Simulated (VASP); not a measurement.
PtSe2: single point with PBEsol

Crystal: PtSe2.

```
CELL_PARAMETERS angstrom
7.52237 0.00018 0.00053
-3.76103 6.51405 0.00033
0.00035 0.00047 4.86394
ATOMIC_POSITIONS crystal
Pt 0.99853 0.99373 0.99743
Pt 0.99853 0.49372 0.99743
Pt 0.49853 0.99372 0.99743
Pt 0.49853 0.49372 0.99743
Se 0.33190 0.16042 0.73683
Se 0.16516 0.32702 0.25803
Se 0.33190 0.66042 0.73683
Se 0.16516 0.82702 0.25803
Se 0.83190 0.16041 0.73683
Se 0.66517 0.32703 0.25802
Se 0.83190 0.66042 0.73683
Se 0.66516 0.82702 0.25803
```

```json
{"Program": "VASP 6.6.1", "Task": "single point", "Functional": "PBEsol", "Potentials or basis": "VASP PAW PBE potentials, release 64 (Pt, Se)", "Cutoff": "520 eV", "k mesh": "6 × 6 × 4", "Occupations": "fermi-dirac, width 0.05 eV", "Spin": "no spin polarisation"}
```

- Pressure: 0.0 GPa
- Largest force: 0.009 eV/Å
- Band gap on the k mesh: zero (bands 44 and 45 overlap by 0.57 eV)

Forces in eV/Å, atoms in the order of the input:
```
Pt   0.000 -0.001  0.000
Pt   0.000  0.000  0.000
Pt   0.000  0.000  0.000
Pt   0.000  0.000  0.000
Se   0.000  0.000 -0.008
Se   0.000  0.000  0.008
Se   0.000  0.000 -0.008
Se   0.000  0.000  0.008
Se   0.000  0.000 -0.008
Se   0.000  0.000  0.009
Se   0.000  0.000 -0.009
Se   0.000  0.000  0.008
```

Levels at points of the mesh, in eV from the Fermi level:
```
           k point  band 41  band 42  band 43  band 44  band 45  band 46  band 47  band 48
(0.00, 0.00, 0.00)    -2.47    -1.02    -1.02     0.54     0.54     0.54     0.75     1.20
(0.50, 0.00, 0.00)    -1.33    -1.33    -0.86    -0.86     0.21     0.21     0.81     0.81
(0.00, 0.50, 0.00)    -1.33    -1.33    -0.86    -0.86     0.21     0.21     0.81     0.81
(0.50, 0.50, 0.00)    -1.33    -1.33    -0.86    -0.86     0.21     0.21     0.81     0.81
(0.00, 0.00, 0.50)    -1.64    -1.14    -1.14    -1.14     0.73     0.73     0.73     1.47
(0.50, 0.00, 0.50)    -1.43    -1.43    -1.32    -1.32     0.69     0.69     1.03     1.03
(0.00, 0.50, 0.50)    -1.43    -1.43    -1.32    -1.32     0.69     0.69     1.03     1.03
(0.50, 0.50, 0.50)    -1.43    -1.43    -1.32    -1.32     0.69     0.69     1.03     1.03
```

Wall time 28 min on 1 thread of Oxide Virtual Turin-like Processor, on a shared host, peak memory 0.8 GiB.

Caveat: the PAW data sets were made with another functional, which shifts forces and pressure a little; spin-orbit coupling is left out, which moves the levels of the heavy elements.
